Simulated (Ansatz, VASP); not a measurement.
## Si3N4: VASP beside Ansatz

```
Si N
1.0
     7.66362    0.00000    0.00000
    -3.83181    6.63689    0.00000
     0.00000    0.00000    2.92644
Si N
6 8
Cartesian
  5.2220 1.1615 0.7316
  1.6051 5.1032 2.1948
  4.0467 3.9416 0.7316
  -1.3902 5.4753 2.1948
  2.2267 1.5337 0.7316
  -0.2149 2.6952 2.1948
  -1.0282 2.1902 0.7316
  5.2528 0.2046 2.1948
  2.4492 4.6514 0.7316
  4.8600 4.4467 2.1948
  -1.4210 6.4322 0.7316
  1.3827 1.9855 2.1948
  3.8318 2.2123 0.7316
  0.0000 4.4246 2.1948
```

Alike in both runs: functional PBE; k mesh 6 × 6 × 8; occupations gaussian, width 0.02 eV; no spin polarisation.

Ansatz relaxed the structure, and its values are those at the end. VASP's run is a single point on that final structure, the one shown.

|  | VASP | Ansatz |
| --- | --- | --- |
| version | VASP 6.6.1 | Ansatz 0.2.0 |
| potentials or method | VASP PAW PBE potentials, release 64 (Si, N), cutoff 520 eV | scalar-relativistic, plane waves, PAW |
| valence electrons in the cell | 64 | 64 |

```csv
,VASP,Ansatz,Ansatz less VASP
gap on the k mesh at the Fermi level (eV),4.26,4.27,+0.011
least direct gap on the mesh (eV),4.44,4.45,+0.011
pressure (GPa),-0.3,0.0,+0.28
```

The functional is the same, so the differences come from potentials, cutoffs and numerics.
